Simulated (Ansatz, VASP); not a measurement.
# One calculation of WSe2, two programs

File INCAR:

```
SYSTEM = WSe2
PREC = Accurate
ENCUT = 520
EDIFF = 1E-6
ISMEAR = 0
SIGMA = 0.05
LREAL = .False.
LASPH = .True.
NELM = 80
ALGO = Normal
ISIF = 2
LWAVE = .False.
LCHARG = .False.
GGA = PS
NBANDS = 35
```

The input KPOINTS:

```
Automatic mesh
0
Gamma
  9 9 2
  0 0 0
```

POSCAR

```
WSe2
1.0
   -3.2711504052      0.0000000000      0.0000000000
   -1.6355752026     -2.8328993505      0.0000000000
    0.0000000000      0.0000000000     13.2206689562
W Se
2 4
Direct
    0.3333333333      0.3333333333      0.2500000000
    0.6666666667      0.6666666667      0.7500000000
    0.3333333333      0.3333333333      0.6233861811
    0.6666666667      0.6666666667      0.1233861811
    0.3333333333      0.3333333333      0.8766138189
    0.6666666667      0.6666666667      0.3766138189
```

Input for Ansatz:

```yaml
crystal:
  lattice:
    - [-3.2711504052, 0.0, 0.0]
    - [-1.6355752026, -2.8328993505, 0.0]
    - [0.0, 0.0, 13.2206689562]
  atoms:
    - { symbol: W, position: [0.3333333333, 0.3333333333, 0.25] }
    - { symbol: W, position: [0.6666666667, 0.6666666667, 0.75] }
    - { symbol: Se, position: [0.3333333333, 0.3333333333, 0.6233861811] }
    - { symbol: Se, position: [0.6666666667, 0.6666666667, 0.1233861811] }
    - { symbol: Se, position: [0.3333333333, 0.3333333333, 0.8766138189] }
    - { symbol: Se, position: [0.6666666667, 0.6666666667, 0.3766138189] }
basis:
  ecutwfc: 420
kpoints:
  mp_grid: { grid: [9, 9, 2] }
hamiltonian:
  xc: pbesol
scf:
  occupations: { method: gaussian, width: 0.05 }
output:
  forces: true
  stress: true
  eigenvalues: true
  write_density: true
  write_potential: true
  elf: true
  volumetric_format: npy
```

Alike in both runs: task single point; functional PBEsol; k mesh 9 × 9 × 2; occupations gaussian, width 0.05 eV; no spin polarisation.

|  | VASP | Ansatz |
| --- | --- | --- |
| version | VASP 6.6.1 | Ansatz 0.2.0 |
| potentials or method | VASP PAW PBE potentials, release 64 (W_sv, Se), cutoff 520 eV | scalar-relativistic, plane waves, PAW |
| valence electrons in the cell | 52 | 92 |

|  | VASP | Ansatz | Ansatz less VASP |
| --- | --- | --- | --- |
| gap on the k mesh at the Fermi level (eV) | 1.13 | 1.14 | +0.005 |
| least direct gap on the mesh (eV) | 1.59 | 1.60 | +0.004 |
| pressure (GPa) | 0.4 | 0.0 | -0.42 |
| traceless stress, the component that is largest in VASP (GPa) | 0.12 | 0.03 | -0.096 |
| rms of the force components (eV/Å) | 0.031 | 0.002 | -0.0288 |

VASP's potentials were made for PBE, not for PBEsol. Atom by atom the forces differ by 0.029 eV/Å (rms over components). The functional is the same, so the differences come from potentials, cutoffs and numerics. VASP's potentials hold 52 valence electrons a cell and Ansatz's 92, so a difference there can come from the potentials and not from the codes.

Neither program's run includes spin-orbit coupling.
